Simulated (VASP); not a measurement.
Runs of VASP 6.6.1 on Hf. Symmetry: Im-3m, No. 229, cubic system. The conventional cell has a = 3.610 Å, b = 3.610 Å, c = 3.610 Å, α = 90.00°, β = 90.00°, γ = 90.00°. Within 4.1 Å of Hf (site symmetry m-3m) lie 14 Hf at 3.13 to 3.61 Å. 

| k mesh | gap on the mesh (eV) | pressure (GPa) |
| --- | --- | --- |
| 6 × 6 × 6 | none | -4.9 |
| 5 × 5 × 5 | none | -6.1 |
| 8 × 8 × 8 | none | (b) |
| 3 × 3 × 3 | none | -5.6 |
| 4 × 4 × 4 | none | (a) |

Alike in all rows: task single point; level r2SCAN; potentials or basis VASP PAW PBE potentials, release 64 (Hf_pv); no spin polarisation; cell as given; cutoff (eV) 550; smearing fermi-dirac 0.15 eV.

**Question.** Fill in the values left out.

**Answer.** (a) -6.7; (b) -5.5.

Caveats: some runs use coarse meshes; the PAW data sets were made with another functional, which shifts forces and pressure a little; spin-orbit coupling is left out, which moves the levels of the heavy elements.

A k mesh can miss the band edges, and the runs leave out spin-orbit coupling on Hf.

A gap of «none» marks levels without a gap at the run's occupations.
